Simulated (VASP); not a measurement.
# FeS2 (Pnnm) in VASP: single point with PBE

Aim: the single point of FeS2 with PBE.

Everything below comes from runs of VASP 6.6.1. Logs are shortened: lines on timing, memory, paths and dates and some standing lists are left out, and cuts for length are marked.

### 1 The cell of the first run

It takes space group Pnnm (No. 58, orthorhombic). The conventional cell has a = 4.440 Å, b = 5.390 Å, c = 3.370 Å, α = 90.00°, β = 90.00°, γ = 90.00°. Within 2.9 Å of Fe (site symmetry 2/m) lie 6 S at 2.22 to 2.24 Å. Within 3.7 Å of S (site symmetry m) lie 6 Fe at 2.22 to 3.62 Å and 12 S at 2.27 to 3.37 Å.

### 2 Single point, PBE, collinear spin, ferromagnetic start

File INCAR:

```
SYSTEM = FeS2
PREC = Accurate
ENCUT = 600
EDIFF = 1E-6
ISMEAR = -1
SIGMA = 0.05
LREAL = .False.
LASPH = .True.
NELM = 200
ALGO = Normal
ISIF = 2
LWAVE = .False.
LCHARG = .False.
ISPIN = 2
MAGMOM = 3 3 0 0 0 0
LORBIT = 11
LMAXMIX = 4
GGA = PE
NBANDS = 33
GGA_COMPAT = .False.
KPAR = 4
```

File KPOINTS:

```
Automatic mesh
0
Gamma
  10 8 13
  0 0 0
```

File POSCAR:

```
FeS2
1.0
    4.4400000000      0.0000000000      0.0000000000
    0.0000000000      5.3900000000      0.0000000000
    0.0000000000      0.0000000000      3.3700000000
Fe S
2 4
Direct
    0.0000000000      0.0000000000      0.0000000000
    0.5000000000      0.5000000000      0.5000000000
    0.2057627890      0.3753080295      0.0000000000
    0.2942372110      0.8753080295      0.5000000000
    0.7942372110      0.6246919705      0.0000000000
    0.7057627890      0.1246919705      0.5000000000
```

Potentials or basis: VASP PAW PBE potentials, release 64 (Fe, S).

Launch:

```
cat potpaw_PBE.64/Fe/POTCAR potpaw_PBE.64/S/POTCAR > POTCAR
mpirun -np 4 vasp_std > vasp.out
```

OUTCAR:

```text
SYSTEM = FeS2
   PREC = Accurate
   ENCUT = 600
   EDIFF = 1E-6
   ISMEAR = -1
   LREAL = .False.
   LASPH = .True.
   NELM = 200
   ISIF = 2
   ISPIN = 2
   LORBIT = 11
   GGA = PE

 ion  position               nearest neighbor table
   1  0.000  0.000  0.000-   3 2.22   5 2.22   4 2.24   6 2.24   4 2.24   6 2.24
   2  0.500  0.500  0.500-   4 2.22   6 2.22   5 2.24   3 2.24   3 2.24   5 2.24
   3  0.206  0.375  0.000-   1 2.22   2 2.24   2 2.24   5 2.27
   4  0.294  0.875  0.500-   2 2.22   1 2.24   1 2.24   6 2.27
   5  0.794  0.625  0.000-   1 2.22   2 2.24   2 2.24   3 2.27
   6  0.706  0.125  0.500-   2 2.22   1 2.24   1 2.24   4 2.27

  LATTYP: Found a simple orthorhombic cell.
 ALAT       =     3.3700000000
 B/A-ratio  =     1.3175074184
 C/A-ratio  =     1.5994065282

  Lattice vectors:

 A1 = (   0.0000000000,   0.0000000000,   3.3700000000)
 A2 = (   4.4400000000,   0.0000000000,   0.0000000000)
 A3 = (   0.0000000000,   5.3900000000,   0.0000000000)

Analysis of symmetry for initial positions (statically):
=====================================================================
 Subroutine PRICEL returns:
 Original cell was already a primitive cell.

 Routine SETGRP: Setting up the symmetry group for a
 simple orthorhombic supercell.

 Subroutine GETGRP returns: Found  8 space group operations
 (whereof  4 operations were pure point group operations)
 out of a pool of  8 trial point group operations.

The static configuration has the point symmetry C_2h.
 The point group associated with its full space group is D_2h.

Analysis of symmetry for dynamics (positions and initial velocities):
=====================================================================
 Subroutine PRICEL returns:
 Original cell was already a primitive cell.

 Routine SETGRP: Setting up the symmetry group for a
 simple orthorhombic supercell.

 Subroutine GETGRP returns: Found  8 space group operations
 (whereof  4 operations were pure point group operations)
 out of a pool of  8 trial point group operations.

The dynamic configuration has the point symmetry C_2h.
 The point group associated with its full space group is D_2h.

Analysis of structural, dynamic, and magnetic symmetry:
=====================================================================
 Subroutine PRICEL returns:
 Original cell was already a primitive cell.

 Routine SETGRP: Setting up the symmetry group for a
 simple orthorhombic supercell.
[... 147 lines left out ...]
  volume of cell :       80.65
 maximum number of plane-waves:      2732
 NGX is ok and might be reduce to    36
   NGX = 17   NGY = 21   NGZ = 13

 number of electron      39.9999996 magnetization      -0.0503456

 number of electron      39.9999996 magnetization       0.0003950

 Free energy of the ion-electron system (eV)
  ---------------------------------------------------
  ext. energy  EPLUGINS =         0.00000000
  ---------------------------------------------------
  free energy    TOTEN  =       -36.10048213 eV

  energy without entropy =      -36.10046573  energy(sigma->0) =      -36.10047393

 E-fermi :   8.3269     XC(G=0): -11.7641

 val. band max:        7.8926071609   @ k =   0.4000   0.0000   0.0000
 cond. band min:       8.7289203644   @ k =   0.0000   0.5000   0.4615
 fundamental gap:      0.8363132035
 Fermi energy:         8.3269067329

 spin component 1

 k-point     1 :       0.0000    0.0000    0.0000
  band No.  band energies     occupation
      1      -8.9013      1.00000
      2      -6.4676      1.00000
      3      -4.6969      1.00000
      4      -3.9824      1.00000
      5       0.1812      1.00000
      6       1.7020      1.00000
[... 829 lines left out ...]
     31      17.0480      0.00000
     32      17.0951      0.00000

 [... further k-points ...]

 spin component 2

 k-point     1 :       0.0000    0.0000    0.0000
  band No.  band energies     occupation
      1      -8.9012      1.00000
      2      -6.4676      1.00000
      3      -4.6969      1.00000
      4      -3.9824      1.00000
      5       0.1812      1.00000
      6       1.7020      1.00000
[... 829 lines left out ...]
     31      17.0480      0.00000
     32      17.0601      0.00000

 [... further k-points ...]

 [bands above 32 left out]

------------------------ aborting loop because EDIFF is reached ----------------------------------------

  FORCE on cell =-STRESS in cart. coord.  units (eV):
  Direction    XX          YY          ZZ          XY          YZ          ZX
  --------------------------------------------------------------------------------------
  -------------------------------------------------------------------------------------
  Total        0.3423873      0.9313154      1.0920237      0.0000000      0.0000000      0.0000000
  in kB        6.8018434     18.5014489     21.6940692      0.0000000      0.0000000      0.0000000
  external PRESSURE =      15.6657872 kB  Pullay stress =       0.0000000 kB

 VOLUME and BASIS-vectors are now :
 -----------------------------------------------------------------------------
  energy-cutoff  :      600.00
  volume of cell :       80.65
      direct lattice vectors                 reciprocal lattice vectors
     4.440000000  0.000000000  0.000000000     0.225225225  0.000000000  0.000000000
     0.000000000  5.390000000  0.000000000     0.000000000  0.185528757  0.000000000
     0.000000000  0.000000000  3.370000000     0.000000000  0.000000000  0.296735905

 POSITION                                       TOTAL-FORCE (eV/Angst)
 -----------------------------------------------------------------------------------
      0.00000      0.00000      0.00000         0.000000      0.000000      0.000000
      2.22000      2.69500      1.68500         0.000000      0.000000      0.000000
      0.91359      2.02291      0.00000        -0.053778      0.028077     -0.000000
      1.30641      4.71791      1.68500         0.053778      0.028077      0.000000
      3.52641      3.36709      0.00000         0.053778     -0.028077      0.000000
      3.13359      0.67209      1.68500        -0.053778     -0.028077     -0.000000
 -----------------------------------------------------------------------------------
    total drift:                                0.000000      0.000000      0.000000

  FREE ENERGIE OF THE ION-ELECTRON SYSTEM (eV)
  ---------------------------------------------------
  free  energy   TOTEN  =       -36.1004821267 eV

  energy  without entropy=      -36.1004657284  energy(sigma->0) =      -36.10047393

 total charge

# of ion       s       p       d       tot
------------------------------------------
    1        0.445   0.672   6.521   7.638
    2        0.445   0.672   6.521   7.638
    3        1.347   2.299   0.000   3.646
    4        1.347   2.299   0.000   3.646
    5        1.347   2.299   0.000   3.646
    6        1.347   2.299   0.000   3.646
--------------------------------------------------
tot          6.278  10.539  13.042  29.859

 magnetization (x)

# of ion       s       p       d       tot
------------------------------------------
    1        0.000   0.000   0.000   0.000
    2        0.000   0.000   0.000   0.000
    3       -0.000  -0.000   0.000  -0.000
    4       -0.000  -0.000   0.000  -0.000
    5       -0.000  -0.000   0.000  -0.000
    6       -0.000  -0.000   0.000  -0.000
--------------------------------------------------
tot          0.000  -0.000   0.000   0.000
```

stdout:

```text
POSCAR found type information on POSCAR FeS
 POSCAR found :  2 types and       6 ions
 scaLAPACK will be used
 LDA part: xc-table for (Slater+PW92), standard interpolation
 POSCAR, INCAR and KPOINTS ok, starting setup
 FFT: planning ... GRIDC
 FFT: planning ... GRID_SOFT
 FFT: planning ... GRID
 WAVECAR not read
 entering main loop
```

Wall time 3.5 min (4 MPI ranks of Intel Xeon Platinum 8559C (Emerald Rapids), shared host); peak memory 0.94 GiB.

Results:

| Quantity | Value |
| --- | --- |
| Free energy | -36.1005 eV |
| Pressure | 1.6 GPa |
| Largest force | 0.061 eV/Å |
| Band gap on the k mesh | 0.84 eV (least direct gap 1.15 eV) |
| Net moment | 0.00 μB per cell |
| Valence electrons inside the program's atomic spheres | Fe 7.64; S 3.65 |

Forces on the atoms (eV/Å):
```
Fe   0.000  0.000  0.000
Fe   0.000  0.000  0.000
S   -0.054  0.028  0.000
S    0.054  0.028  0.000
S    0.054 -0.028  0.000
S   -0.054 -0.028  0.000
```

Levels at points of the mesh, in eV from the valence-band top:
Spin up:
```csv
k point,band 17,band 18,band 19,band 20,band 21,band 22,band 23,band 24
"(0.00, 0.00, 0.00)",-1.01,-0.84,-0.81,-0.51,1.09,1.37,2.64,3.08
"(0.50, 0.00, 0.00)",-0.73,-0.73,-0.15,-0.15,1.82,1.82,1.84,1.84
"(0.00, 0.50, 0.00)",-0.88,-0.88,-0.37,-0.37,1.06,1.06,2.43,2.43
"(0.50, 0.50, 0.00)",-1.19,-1.19,-0.97,-0.97,1.36,1.36,2.01,2.01
```
Spin down:
```
           k point  band 17  band 18  band 19  band 20  band 21  band 22  band 23  band 24
(0.00, 0.00, 0.00)    -1.01    -0.84    -0.80    -0.51     1.09     1.37     2.64     3.08
(0.50, 0.00, 0.00)    -0.73    -0.73    -0.15    -0.15     1.82     1.82     1.84     1.84
(0.00, 0.50, 0.00)    -0.88    -0.88    -0.37    -0.37     1.06     1.06     2.43     2.43
(0.50, 0.50, 0.00)    -1.19    -1.19    -0.97    -0.97     1.36     1.36     2.01     2.01
```

Caveat: the moments typed at the start vanished in this run. A k mesh can miss the band edges.
